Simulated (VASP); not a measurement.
The system is WSe.

```
W Se
1.0
     3.54867    0.00000    0.00000
     0.00000    3.54867    0.00000
     0.00000    0.00000    3.54867
W Se
1 1
Cartesian
  0.0000 0.0000 0.0000
  1.7743 1.7743 1.7743
```

```yaml
Program: VASP 6.6.1
Task: relaxation of cell and atoms
Functional: PBE
Potentials_or_basis: VASP PAW PBE potentials, release 64 (W_sv, Se)
Cutoff: 600 eV
k_mesh: 12 × 12 × 12
Occupations: gaussian, width 0.1 eV
Spin: collinear spin
Starting_moments: "[3.92, -0.49] μB"
Hubbard_terms: W d U = 6.2 eV
```

At the start: pressure -15.4 GPa; volume 22.34 Å³/atom.

Q: Where does the relaxation end?

A: Over 18 steps the energy falls by 332.1 meV/atom and the volume is 17.57 Å³/atom (-21.4 %); space group Pm-3m (No. 221, to 0.1 Å) before and after; moment 1.91 μB per cell.

Step by step:
```csv
step,energy change (eV),largest force (eV/Å),pressure (GPa),volume (Å³)
1,0.0000,0.0000,-15.38,44.69
2,-0.5395,0.0000,14.96,32.20
3,-0.6641,0.0000,0.47,35.02
4,-0.6641,0.0000,-0.32,35.22
5,-0.6641,0.0000,-0.36,35.22
6,-0.6642,0.0000,-0.31,35.21
7,-0.6642,0.0000,-0.29,35.21
8,-0.6642,0.0000,-0.29,35.21
9,-0.6642,0.0000,-0.29,35.21
10,-0.6642,0.0000,-0.29,35.21
11,-0.6642,0.0000,-0.30,35.21
12,-0.6642,0.0000,-0.27,35.21
13,-0.6642,0.0000,-0.26,35.20
14,-0.6642,0.0000,-0.22,35.18
15,-0.6642,0.0000,-0.14,35.16
16,-0.6642,0.0000,0.13,35.10
17,-0.6642,0.0000,0.10,35.13
18,-0.6642,0.0000,0.02,35.14
```

Final structure:
```yaml
crystal:
  lattice:
    - [3.27552, 0.00000, 0.00000]
    - [0.00000, 3.27552, 0.00000]
    - [0.00000, 0.00000, 3.27552]
  atoms:
    - { symbol: W, position: [0.00000, 0.00000, 0.00000] }
    - { symbol: Se, position: [0.50000, 0.50000, 0.50000] }
```

Caveat: the volume moved by over 15 % at a fixed basis, so the end points are rough.
